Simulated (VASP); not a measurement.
Write the native input for VASP 6.6.1 that does the following.

* Task: single point
* Functional: PBE
* Potentials or basis: VASP PAW PBE potentials, release 64 (C)
* Cutoff: 520 eV
* k mesh: 21 × 21 × 6
* Occupations: fermi-dirac, width 0.05 eV
* Spin: no spin polarisation
* Dipole correction: no
* Further INCAR settings: ALGO = Normal; EDIFF = 1e-06; NBANDS = 26

The structure of C lies in POSCAR:

```
C
1.0
    2.5221000000      0.0000000000      0.0000000000
   -1.2610500000      2.1842026709      0.0000000000
    0.0000000000      0.0000000000      8.2371000000
C
8
Direct
    0.6666666667      0.3333333333      0.8437500000
    0.3333333333      0.6666666667      0.3437500000
    0.6666666667      0.3333333333      0.6562500000
    0.3333333333      0.6666666667      0.1562500000
    0.0000000000      0.0000000000      0.9062500000
    0.0000000000      0.0000000000      0.4062500000
    0.0000000000      0.0000000000      0.5937500000
    0.0000000000      0.0000000000      0.0937500000
```

These files were run (other wordings do the same):

INCAR

```
SYSTEM = C
  PREC = Accurate
  ENCUT = 520
  EDIFF = 1E-6
  ISMEAR = -1
  SIGMA = 0.05
  LREAL = .FALSE.
  LASPH = .TRUE.
  NELM = 80
  ALGO = Normal
  ISIF = 2
  LWAVE = .FALSE.
  LCHARG = .TRUE.
  GGA = PE
  LELF = .TRUE.
  LVHAR = .TRUE.
  NBANDS = 26
```

KPOINTS

```
regular mesh
0
G
  21 21 6
  0 0 0
```

Potentials or basis: VASP PAW PBE potentials, release 64 (C).

Command:

```bash
$ cat potpaw_PBE.64/C/POTCAR > POTCAR
$ mpirun -np 1 vasp_std > vasp.out
```

It gave:

- Pressure: 2.9 GPa
- Largest force: 0.329 eV/Å
- Band gap on the k mesh: 4.42 eV (least direct gap 5.18 eV)

Caveat: an odd mesh through Γ misses points on the zone boundary, where band edges can lie.

Wall time 75 s on 1 thread of Intel(R) Xeon(R) 6975P-C (Granite Rapids) (shared host), peak memory 0.26 GiB.
